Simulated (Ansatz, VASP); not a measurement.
# Ta5Ti3: VASP beside Ansatz

```xyz
8
Lattice="1.6622 -2.3176 0.0000 1.6622 2.3176 0.0000 0.0000 0.0000 18.5999" Properties=species:S:1:pos:R:3 pbc="T T T"
Ti    0.0000    0.0000    9.2999
Ti    1.6622    0.0000   11.5846
Ti    1.6622    0.0000    7.0153
Ta    0.0000    0.0000   13.8857
Ta    0.0000    0.0000    4.7142
Ta    1.6622    0.0000    2.3599
Ta    0.0000    0.0000    0.0000
Ta    1.6622    0.0000   16.2400
```

Alike in both runs: functional PBE; k mesh 12 × 12 × 2; occupations gaussian, width 0.1 eV; no spin polarisation.

Ansatz relaxed the structure, and its values are those at the end. VASP's run is a single point on that final structure, the one shown.

|  | VASP | Ansatz |
| --- | --- | --- |
| version | VASP 6.6.1 | Ansatz 0.2.0 |
| potentials or method | VASP PAW PBE potentials, release 64 (Ti_sv, Ta_pv), cutoff 520 eV | scalar-relativistic, plane waves, PAW |
| valence electrons in the cell | 91 | 101 |

|  | VASP | Ansatz | Ansatz less VASP |
| --- | --- | --- | --- |
| gap on the k mesh at the Fermi level (eV) | none | none | - |
| pressure (GPa) | 0.0 | 0.0 | +0.02 |
| rms of the force components (eV/Å) | 0.003 | 0.001 | -0.0026 |

A gap of «none» marks a metal or a gap that the smearing closes. The functional is the same, so the differences come from potentials, cutoffs and numerics. VASP's potentials hold 91 valence electrons a cell and Ansatz's 101, so a difference there can come from the potentials and not from the codes.

Neither program's run includes spin-orbit coupling.
